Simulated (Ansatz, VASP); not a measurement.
**GaSb: VASP beside Ansatz**

```xyz
8
Lattice="7.4604 0.0000 0.0000 0.0000 7.4604 0.0000 0.0000 0.0000 4.2435" Properties=species:S:1:pos:R:3 pbc="T T T"
Ga    4.9799    4.9799    2.1218
Ga    1.2497    6.2107    1.0609
Ga    2.4805    2.4805    0.0000
Ga    6.2107    1.2497    3.1826
Sb    6.1698    6.1698    0.0000
Sb    2.4396    5.0208    3.1826
Sb    1.2906    1.2906    2.1218
Sb    5.0208    2.4396    1.0609
```

Alike in both runs: task single point; functional PBE; k mesh 6 × 6 × 10; occupations gaussian, width 0.1 eV; no spin polarisation.

|  | VASP | Ansatz |
| --- | --- | --- |
| version | VASP 6.6.1 | Ansatz 0.2.0 |
| potentials or method | VASP PAW PBE potentials, release 64 (Ga_d, Sb), cutoff 520 eV | scalar-relativistic, plane waves, PAW |
| valence electrons in the cell | 72 | 112 |

Ansatz gave:

- gap on the k mesh at the Fermi level (eV): none
- pressure (GPa): 0.0

Q: What did VASP give for the same quantities?

A: gap on the k mesh at the Fermi level (eV): none; pressure (GPa): 0.1.

A gap of «none» marks a metal or a gap that the smearing closes. VASP's potentials hold 72 valence electrons a cell and Ansatz's 112, so a difference there can come from the potentials and not from the codes.

Spin-orbit coupling is off throughout.
